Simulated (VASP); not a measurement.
# Nb2B (R-3m) in VASP: a series of runs

Runs on Nb2B. Level: PBE. Tasks: single point, relaxation of cell and atoms.

All numbers are computed with VASP 6.6.1; they aren't measurements. Logs are shortened: lines on timing, memory, paths and dates and some standing lists are left out, and cuts for length are marked.

## (1) The cell of the first run

Symmetry: R-3m, No. 166, trigonal system. Conventional cell: a = 3.057 Å, b = 3.057 Å, c = 15.319 Å, α = 90.00°, β = 90.00°, γ = 120.00°. Within 2.8 Å of Nb (site symmetry 3m) lie 3 B at 2.10 Å. B (site symmetry -3m) has 6 Nb at 2.10 Å within 2.8 Å.

## (2) Single point, PBE

Contents of INCAR:

```
SYSTEM = Nb2B
  PREC = Accurate
  ENCUT = 520
  EDIFF = 1E-6
  ISMEAR = 0
  SIGMA = 0.1
  LREAL = .False.
  LASPH = .True.
  NELM = 100
  ALGO = Fast
  ISIF = 2
  LWAVE = .False.
  LCHARG = .False.
  GGA = PE
  NBANDS = 22
```

Contents of KPOINTS:

```
Automatic mesh
0
Gamma
  6 6 6
  0 0 0
```

Contents of POSCAR:

```
Nb2B
1.0
    1.5283121000      0.8823714000      5.1061857200
   -1.5283121000      0.8823714000      5.1061857200
    0.0000000000     -1.7647428100      5.1061857200
Nb B
2 1
Direct
    0.2408272300      0.2408272300      0.2408272300
    0.7591727700      0.7591727700      0.7591727700
    0.5000000000      0.5000000000      0.5000000000
```

Potentials or basis: VASP PAW PBE potentials, release 64 (Nb_sv, B).

The run is started by

```console
$ cat potpaw_PBE.64/Nb_sv/POTCAR potpaw_PBE.64/B/POTCAR > POTCAR
$ mpirun -np 1 vasp_std > vasp.out
```

OUTCAR:

```text
SYSTEM = Nb2B
   PREC = Accurate
   ENCUT = 520
   EDIFF = 1E-6
   ISMEAR = 0
   LREAL = .False.
   LASPH = .True.
   NELM = 100
   ISIF = 2
   GGA = PE

 ion  position               nearest neighbor table
   1  0.241  0.241  0.241-   3 2.10   3 2.10   3 2.10   2 2.88   2 2.88   2 2.88
   2  0.759  0.759  0.759-   3 2.10   3 2.10   3 2.10   1 2.88   1 2.88   1 2.88
   3  0.500  0.500  0.500-   1 2.10   1 2.10   2 2.10   2 2.10   1 2.10   2 2.10

  LATTYP: Found a trigonal (rhomboedric) cell.
 ALAT       =     5.4025410475
 COS(alpha) =     0.8399491633

  Lattice vectors:

 A1 = (   1.5283121000,   0.8823714000,   5.1061857200)
 A2 = (  -1.5283121000,   0.8823714000,   5.1061857200)
 A3 = (   0.0000000000,  -1.7647428100,   5.1061857200)

Analysis of symmetry for initial positions (statically):
=====================================================================
 Subroutine PRICEL returns:
 Original cell was already a primitive cell.

 Routine SETGRP: Setting up the symmetry group for a
 trigonal (rhombohedral) supercell.

 Subroutine GETGRP returns: Found 12 space group operations
 (whereof 12 operations were pure point group operations)
 out of a pool of 12 trial point group operations.

The static configuration has the point symmetry D_3d.

Analysis of symmetry for dynamics (positions and initial velocities):
=====================================================================
 Subroutine PRICEL returns:
 Original cell was already a primitive cell.

 Routine SETGRP: Setting up the symmetry group for a
 trigonal (rhombohedral) supercell.

 Subroutine GETGRP returns: Found 12 space group operations
 (whereof 12 operations were pure point group operations)
 out of a pool of 12 trial point group operations.

The dynamic configuration has the point symmetry D_3d.

 Subroutine INISYM returns: Found 12 space group operations
 (whereof 12 operations are pure point group operations),
 and found     1 'primitive' translations

----------------------------------------------------------------------------------------

                                     Primitive cell

  volume of cell :      41.3153

  direct lattice vectors                    reciprocal lattice vectors
     1.528312100  0.882371400  5.106185720     0.327158308  0.188884937  0.065280300
    -1.528312100  0.882371400  5.106185720    -0.327158308  0.188884937  0.065280300
     0.000000000 -1.764742810  5.106185720     0.000000000 -0.377769873  0.065280299

  length of vectors
[... 79 lines left out ...]
   LNONCOLLINEAR =      F non collinear calculations
   LSORBIT =      F    spin-orbit coupling
   LASPH  =      T    aspherical Exc in radial PAW
   ENCUT  =  520.0 eV  38.22 Ry    6.18 a.u.  10.05 10.05 10.05*2*pi/ulx,y,z
   NELM   =    100;   NELMIN=  2; NELMDL= -5     # of ELM steps
   EDIFF  = 0.1E-05   stopping-criterion for ELM
   LREAL  =      F    real-space projection
   EDIFFG = 0.1E-04   stopping-criterion for IOM
   NSW    =      0    number of steps for IOM
   IBRION =     -1    ionic relax: 0-MD 1-quasi-New 2-CG
   NFREE  =      0    steps in history (QN), initial steepest desc. (CG)
   ISIF   =      2    stress and relaxation
   ISYM   =      2    0-nonsym 1-usesym 2-fastsym
   POTIM  = 0.5000    time-step for ionic-motion
   TEBEG  =    0.0;   TEEND  =   0.0 temperature during run
   PSTRESS=    0.0 pullay stress
   NELECT =      29.0000    total number of electrons
   NUPDOWN=      -1.0000    fix difference up-down
   EMIN   =  10.00;   EMAX   =-10.00  energy-range for DOS
   EFERMI =   0.00;   METHOD = LEGACY
   ISMEAR =     0;   SIGMA  =   0.10  broadening in eV -4-tet -1-fermi 0-gaus
   EFERMI_NEDOS =   21; number of points for ismear=-14 and -15
   IALGO  =     68    algorithm
   IMIX   =      4    mixing-type and parameters
     AMIX     =   0.40;   BMIX     =  1.00
     AMIX_MAG =   1.60;   BMIX_MAG =  1.00
  volume/ion in A,a.u.               =      13.77        92.94
  Fermi-wavevector in a.u.,A,eV,Ry     =   1.454913  2.749387 28.800433  2.116772
  Thomas-Fermi vector in A             =   2.572009
   LORBIT       =      0    0 simple, 1 ext, 2 COOP (PROOUT), +10 PAW based schemes
   GGA     = PE    functional components
   LHFCALC =     F    Hartree Fock is set to
   AEXX    =    0.0000 exact exchange contribution
   IVDW    =     0    specifies the selected vdW correction
   LEPSILON=     F    determine dielectric tensor
   LRPA    =     F    only Hartree local field effects (RPA)
 non-spin polarized calculation
 RMM-DIIS sequential band-by-band and
 Gauss-broadening in eV      SIGMA  =   0.10
  energy-cutoff  :      520.00
  volume of cell :       41.32
 maximum number of plane-waves:      1129
   NGX = 21   NGY = 21   NGZ = 21

 number of electron      29.0000000 magnetization

 Free energy of the ion-electron system (eV)
  ---------------------------------------------------
  ext. energy  EPLUGINS =         0.00000000
  ---------------------------------------------------
  free energy    TOTEN  =       -26.94273091 eV

  energy without entropy =      -26.93546855  energy(sigma->0) =      -26.93909973

 E-fermi :  10.8338     XC(G=0): -12.4674

 val. band max:       10.7925346766   @ k =   0.3333  -0.0000   0.0000
 cond. band min:      10.9105092495   @ k =   0.3333   0.3333   0.3333
 fundamental gap:      0.1179745729
 Fermi energy:        10.8337726425

 k-point     1 :       0.0000    0.0000    0.0000
  band No.  band energies     occupation
      1     -43.6175      2.00000
      2     -43.4278      2.00000
      3     -20.2989      2.00000
      4     -19.3170      2.00000
      5     -19.3170      2.00000
      6     -19.1962      2.00000
[... 589 lines left out ...]
     21      18.0242      0.00000
     22      18.2297      0.00000

 [... further k-points ...]
[... 5 lines left out ...]
  --------------------------------------------------------------------------------------
  -------------------------------------------------------------------------------------
  Total       10.7646575     10.7646575      7.1474960      0.0000000     -0.0000000      0.0000000
  in kB      417.4451924    417.4451933    277.1744361      0.0000000     -0.0000002      0.0000000
  external PRESSURE =     370.6882739 kB  Pullay stress =       0.0000000 kB

 VOLUME and BASIS-vectors are now :
 -----------------------------------------------------------------------------
  energy-cutoff  :      520.00
  volume of cell :       41.32
      direct lattice vectors                 reciprocal lattice vectors
     1.528312100  0.882371400  5.106185720     0.327158308  0.188884937  0.065280300
    -1.528312100  0.882371400  5.106185720    -0.327158308  0.188884937  0.065280300
     0.000000000 -1.764742810  5.106185720     0.000000000 -0.377769873  0.065280299

 POSITION                                       TOTAL-FORCE (eV/Angst)
 -----------------------------------------------------------------------------------
      0.00000     -0.00000      3.68913         0.000000     -0.000000      4.516092
      0.00000     -0.00000     11.62943         0.000000      0.000000     -4.516092
      0.00000     -0.00000      7.65928         0.000000     -0.000000     -0.000000
 -----------------------------------------------------------------------------------
    total drift:                                0.000000      0.000000     -0.000000

  FREE ENERGIE OF THE ION-ELECTRON SYSTEM (eV)
  ---------------------------------------------------
  free  energy   TOTEN  =       -26.9427309073 eV

  energy  without entropy=      -26.9354685545  energy(sigma->0) =      -26.93909973
```

It took 86 s on 1 thread of Intel Xeon 6975P-C (Granite Rapids), shared host; peak memory 0.25 GiB.

Results:

```
Free energy   : -26.9427 eV
Pressure      : 37.1 GPa
Largest force : 4.516 eV/Å
```

Forces on the atoms (eV/Å):
```
Nb   0.000  0.000  4.516
Nb   0.000  0.000 -4.516
B    0.000  0.000  0.000
```

Caveat: the k points lie up to 0.40 Å⁻¹ apart; forces of over 1 eV/Å act on the atoms, so gaps and moduli don't describe the material at rest.

## (3) Single point, PBE

This run uses another cell than the first one, of 15.08 Å³/atom, 1.095 times its volume.

Contents of INCAR:

```
SYSTEM = Nb2B
ALGO = Fast ; EDIFF = 1E-7
ENCUT = 520 ; GGA = PE
ISIF = 2 ; ISMEAR = 0
LASPH = .TRUE. ; LCHARG = .FALSE.
LREAL = .FALSE. ; LWAVE = .FALSE.
NBANDS = 22 ; NELM = 60
PREC = Accurate ; SIGMA = 0.1
```

Contents of KPOINTS:

```
k-points
0
G
  6 6 6
  0 0 0
```

Contents of POSCAR:

```
Nb2B
1.0
    1.6396119495      0.9466303989      4.8582596279
   -1.6396119495      0.9466303989      4.8582596279
    0.0000000000     -1.8932608025      4.8582596270
Nb B
2 1
Direct
    0.2493041898      0.2493041898      0.2493041898
    0.7506958102      0.7506958102      0.7506958102
    0.5000000000      0.5000000000      0.5000000000
```

Potentials or basis: VASP PAW PBE potentials, release 64 (Nb_sv, B).

The run is started by

```console
$ cat potpaw_PBE.64/Nb_sv/POTCAR potpaw_PBE.64/B/POTCAR > POTCAR
$ mpirun -np 1 vasp_std > vasp.out
```

Wall time 1.8 min (1 thread of Intel Xeon 6975P-C (Granite Rapids), shared host); peak memory 0.25 GiB.

Results (log left out):

```
Free energy   : -28.0044 eV
Pressure      : -0.3 GPa
Largest force : 0.016 eV/Å
```

Forces on the atoms (eV/Å):
```
Nb   0.000  0.000 -0.016
Nb   0.000  0.000  0.016
B    0.000  0.000  0.000
```

Stress tensor (GPa, compression positive):
```
-0.20  0.00  0.00
 0.00 -0.20  0.00
 0.00  0.00 -0.50
```

Levels at points of the mesh, in eV from the Fermi level:
| k point | band 12 | band 13 | band 14 | band 15 | band 16 | band 17 |
| --- | --- | --- | --- | --- | --- | --- |
| (0.00, 0.00, 0.00) | -2.40 | -0.45 | -0.43 | -0.43 | 0.91 | 1.96 |
| (0.50, 0.00, 0.00) | -1.87 | -1.73 | -1.38 | -0.17 | 1.27 | 3.22 |
| (0.50, 0.50, 0.00) | -2.34 | -1.80 | -0.79 | 1.30 | 2.58 | 3.25 |
| (0.50, 0.50, 0.50) | -1.99 | -0.56 | -0.51 | 0.25 | 0.25 | 1.59 |

Caveat: the k points lie up to 0.38 Å⁻¹ apart.

## (4) Relaxation of cell and atoms, PBE

Contents of INCAR:

```
ALGO     = Normal         # electronic algorithm
EDIFF    = 1E-6           # SCF threshold, eV
EDIFFG   = -0.04          # ionic threshold
ENCUT    = 600            # plane-wave cutoff, eV
GGA      = PE             # functional
IBRION   = 2              # ionic algorithm
ISIF     = 3              # what is computed and relaxed
ISMEAR   = 0              # smearing method
LASPH    = True           # aspherical terms in the spheres
LCHARG   = False          # write CHGCAR
LREAL    = False          # projectors in reciprocal space
LWAVE    = False          # write WAVECAR
NELM     = 100            # most SCF steps
NSW      = 90             # ionic steps
PREC     = Accurate       # precision mode
SIGMA    = 0.1            # smearing width, eV
```

Contents of KPOINTS:

```
k-points
0
Gamma
  6 6 6
```

Contents of POSCAR:

```
Nb2B
1.0
    1.5283121000      0.8823714000      5.1061857200
   -1.5283121000      0.8823714000      5.1061857200
    0.0000000000     -1.7647428100      5.1061857200
Nb B
2 1
Direct
    0.2408272300      0.2408272300      0.2408272300
    0.7591727700      0.7591727700      0.7591727700
    0.5000000000      0.5000000000      0.5000000000
```

Potentials or basis: VASP PAW PBE potentials, release 64 (Nb_sv, B).

The run is started by

```console
$ cat potpaw_PBE.64/Nb_sv/POTCAR potpaw_PBE.64/B/POTCAR > POTCAR
$ mpirun -np 1 vasp_std > vasp.out
```

OUTCAR:

```text
EDIFF = 1E-6
   EDIFFG = -0.04
   ENCUT = 600
   GGA = PE
   IBRION = 2
   ISIF = 3
   ISMEAR = 0
   LASPH = True
   LREAL = False
   NELM = 100
   NSW = 90
   PREC = Accurate

 ion  position               nearest neighbor table
   1  0.241  0.241  0.241-   3 2.10   3 2.10   3 2.10   2 2.88   2 2.88   2 2.88
   2  0.759  0.759  0.759-   3 2.10   3 2.10   3 2.10   1 2.88   1 2.88   1 2.88
   3  0.500  0.500  0.500-   1 2.10   1 2.10   2 2.10   2 2.10   1 2.10   2 2.10

  LATTYP: Found a trigonal (rhomboedric) cell.
 ALAT       =     5.4025410475
 COS(alpha) =     0.8399491633

  Lattice vectors:

 A1 = (   1.5283121000,   0.8823714000,   5.1061857200)
 A2 = (  -1.5283121000,   0.8823714000,   5.1061857200)
 A3 = (   0.0000000000,  -1.7647428100,   5.1061857200)

Analysis of symmetry for initial positions (statically):
=====================================================================
 Subroutine PRICEL returns:
 Original cell was already a primitive cell.

 Routine SETGRP: Setting up the symmetry group for a
 trigonal (rhombohedral) supercell.

 Subroutine GETGRP returns: Found 12 space group operations
 (whereof 12 operations were pure point group operations)
 out of a pool of 12 trial point group operations.

The static configuration has the point symmetry D_3d.

Analysis of symmetry for dynamics (positions and initial velocities):
=====================================================================
 Subroutine PRICEL returns:
[... 162 lines left out ...]

 E-fermi :  10.8328     XC(G=0): -12.4673

 val. band max:       10.7919682083   @ k =   0.3333  -0.0000   0.0000
 cond. band min:      10.9089262545   @ k =   0.3333   0.3333   0.3333
 fundamental gap:      0.1169580462
 Fermi energy:        10.8327679232

 k-point     1 :       0.0000    0.0000    0.0000
  band No.  band energies     occupation
      1     -43.6175      2.00000
      2     -43.4277      2.00000
      3     -20.2999      2.00000
      4     -19.3175      2.00000
      5     -19.3175      2.00000
      6     -19.1968      2.00000
[... 599 lines left out ...]
  FREE ENERGIE OF THE ION-ELECTRON SYSTEM (eV)
  ---------------------------------------------------
  free  energy   TOTEN  =       -27.8344986782 eV

  energy  without entropy=      -27.8244727041  energy(sigma->0) =      -27.82948569

[... ionic steps 4 to 8 ...]

--------------------------------------- Ionic step        9  -------------------------------------------

 number of electron      29.0000000 magnetization

------------------------ aborting loop because EDIFF is reached ----------------------------------------
[... 69 lines left out ...]
--------------------------------------- Ionic step       11  -------------------------------------------

 number of electron      29.0000000 magnetization

 Free energy of the ion-electron system (eV)
  ---------------------------------------------------
  ext. energy  EPLUGINS =         0.00000000
  ---------------------------------------------------
  free energy    TOTEN  =       -28.00277776 eV

  energy without entropy =      -27.99406482  energy(sigma->0) =      -27.99842129

 E-fermi :   9.7628     XC(G=0): -12.1288

 val. band max:        9.7017746586   @ k =  -0.3333   0.1667  -0.0000
 cond. band min:       9.7665723020   @ k =   0.3333   0.3333   0.3333
 fundamental gap:      0.0647976434
 Fermi energy:         9.7627690485

 k-point     1 :       0.0000    0.0000    0.0000
  band No.  band energies     occupation
      1     -44.9245      2.00000
      2     -44.7876      2.00000
      3     -21.3948      2.00000
      4     -20.7891      2.00000
      5     -20.7891      2.00000
      6     -20.6458      2.00000
[... 525 lines left out ...]
  FREE ENERGIE OF THE ION-ELECTRON SYSTEM (eV)
  ---------------------------------------------------
  free  energy   TOTEN  =       -28.0027777572 eV

  energy  without entropy=      -27.9940648201  energy(sigma->0) =      -27.99842129

 reached required accuracy - stopping structural energy minimisation
```

OSZICAR:

```text
N       E                     dE             d eps       ncg     rms          rms(c)
DAV:   1     0.369151398098E+03    0.36915E+03   -0.17555E+04  1152   0.183E+03
[... 118 lines left out ...]
       N       E                     dE             d eps       ncg     rms          rms(c)
DAV:   1    -0.280031398230E+02   -0.68387E-03   -0.10852E-01  1224   0.391E+00    0.189E-01
DAV:   2    -0.280030086429E+02    0.13118E-03   -0.98727E-03  1344   0.107E+00    0.973E-02
DAV:   3    -0.280028107309E+02    0.19791E-03   -0.76788E-04  1798   0.313E-01    0.449E-02
DAV:   4    -0.280027778363E+02    0.32895E-04   -0.19753E-04  1882   0.129E-01    0.191E-02
DAV:   5    -0.280027786684E+02   -0.83213E-06   -0.32686E-05  1494   0.514E-02    0.108E-02
DAV:   6    -0.280027777572E+02    0.91114E-06   -0.55846E-06  1330   0.204E-02
  11 F= -.28002778E+02 E0= -.27998421E+02  d E =-.322298E-03
```

Run time: 5.7 min. Hardware: 1 thread of Intel Xeon 6975P-C (Granite Rapids), shared host; peak memory 0.35 GiB.

Results:

```yaml
Free_energy: -28.0028 eV
Relaxed_volume: 15.06 Å³/atom
Relaxed_cell: a = 5.207 Å, b = 5.207 Å, c = 5.207 Å, α = 36.71°, β = 36.71°, γ = 36.71°
Space_group_after_relaxing_to_0.05_Å: R-3m (No. 166)
Energy_gained_by_relaxing: 352.8 meV/atom
Ionic_steps: 11
Pressure_after_relaxing: 0.0 GPa
Largest_force_after_relaxing: 0.005 eV/Å
```

Forces on the atoms (eV/Å):
```
Nb   0.000  0.000 -0.005
Nb   0.000  0.000  0.005
B    0.000  0.000  0.000
```

Step by step:
```csv
step,energy change (eV),largest force (eV/Å),pressure (GPa),volume (Å³)
1,0.0000,4.5260,37.47,41.32
2,1.9893,1.9974,-34.44,63.67
3,-0.8902,0.0713,-6.73,47.74
4,-0.9064,0.3691,-3.57,47.03
5,-0.9076,0.4813,-2.38,46.78
6,-1.0086,0.3364,-0.51,45.81
7,-1.0518,0.1754,2.24,44.77
8,-1.0523,0.1486,2.72,44.61
9,-1.0408,0.4023,-4.38,46.04
10,-1.0581,0.0647,0.02,45.13
11,-1.0585,0.0046,-0.01,45.17
```

Final structure:
```
Nb B
1.0
     1.63962    0.94664    4.85084
    -1.63962    0.94664    4.85084
     0.00000   -1.89327    4.85084
Nb B
2 1
Direct
  0.24933 0.24933 0.24933
  0.75067 0.75067 0.75067
  0.50000 0.50000 0.50000
```

Caveat: the k points lie up to 0.38 Å⁻¹ apart in the final cell.

## (5) The runs side by side

```tsv
task	cell	cutoff (eV)	gap on the mesh (eV)	pressure (GPa)	largest force (eV/Å)
single point	a = 5.403 Å, angles 32.9°, 3 atoms	520	none	37.1	4.52
single point	a = 5.214 Å, angles 36.7°, 3 atoms	520	none	-0.3	0.02
relaxation of cell and atoms	relaxed from a = 5.403 Å, angles 32.9°, 3 atoms	600	none	0.0	-
```

Alike in all rows: level PBE; potentials or basis VASP PAW PBE potentials, release 64 (Nb_sv, B); no spin polarisation; k mesh 6 × 6 × 6; smearing gaussian 0.1 eV.

Caveats: all runs use coarse meshes; forces of over 1 eV/Å act on the atoms, so gaps and moduli don't describe the material at rest (some runs).

Absolute energies hang on the potentials; compare differences alone.
